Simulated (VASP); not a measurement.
Runs of VASP 6.6.1 on Sb. The structure is that of space group P4/mmm (No. 123), or close to it. The cells are those of the table. 

```tsv
cell	gap on the mesh (eV)	pressure (GPa)
a = 2.815, b = 2.815, c = 3.981 Å, 1 atom	none	7.3
a = 2.895, b = 2.895, c = 3.764 Å, 1 atom	none	2.6
a = 3.249, b = 3.249, c = 2.989 Å, 1 atom	none	(b)
a = 3.433, b = 3.433, c = 2.678 Å, 1 atom	none	4.2
a = 2.974, b = 2.974, c = 3.568 Å, 1 atom	none	(a)
```

Alike in all rows: task single point; level r2SCAN; potentials or basis VASP PAW PBE potentials, release 64 (Sb); no spin polarisation; k mesh 16 × 16 × 16; cutoff (eV) 520; smearing gaussian 0.15 eV.

Q: Estimate the missing entries.

A: (a) -0.5; (b) -3.0.

Caveats: the PAW data sets were made with another functional, which shifts forces and pressure a little; spin-orbit coupling is left out, which moves the levels of the heavy elements.

A k mesh can miss the band edges, and the runs leave out spin-orbit coupling on Sb.

A gap of «none» marks levels without a gap at the run's occupations.
